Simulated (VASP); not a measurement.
Ni, 1 atom in the cell. It takes space group Fm-3m (No. 225, cubic). The conventional cell has a = 3.518 Å, b = 3.518 Å, c = 3.518 Å, α = 90.00°, β = 90.00°, γ = 90.00°. Ni (site symmetry m-3m) has 12 Ni at 2.49 Å within 3.3 Å. 

| Item | Value |
| --- | --- |
| Program | VASP 6.6.1 |
| Task | single point |
| Functional | PBE |
| Potentials or basis | VASP PAW PBE potentials, release 64 (Ni) |
| Cutoff | 520 eV |
| k mesh | 20 × 20 × 20 |
| Occupations | gaussian, width 0.1 eV |
| Spin | collinear spin, ferromagnetic start |
| Starting moments | [0.84] μB |
| Dipole correction | no |
| Further INCAR settings | ALGO = Fast; EDIFF = 1e-07; NBANDS = 15 |

Potentials or basis: VASP PAW PBE potentials, release 64 (Ni).

Launch:

```bash
$ cat potpaw_PBE.64/Ni/POTCAR > POTCAR
$ mpirun -np 1 vasp_std > vasp.out
```

Hardware: 1 thread of AMD EPYC 9R45 96-Core Processor (Zen 5) (shared host).

Q: How long does it take, and how much memory?

A: It took 51 s on 1 thread of AMD EPYC 9R45 96-Core Processor (Zen 5) (shared host), peak memory 0.15 GiB. Counts: scf iterations 13, k points 256.
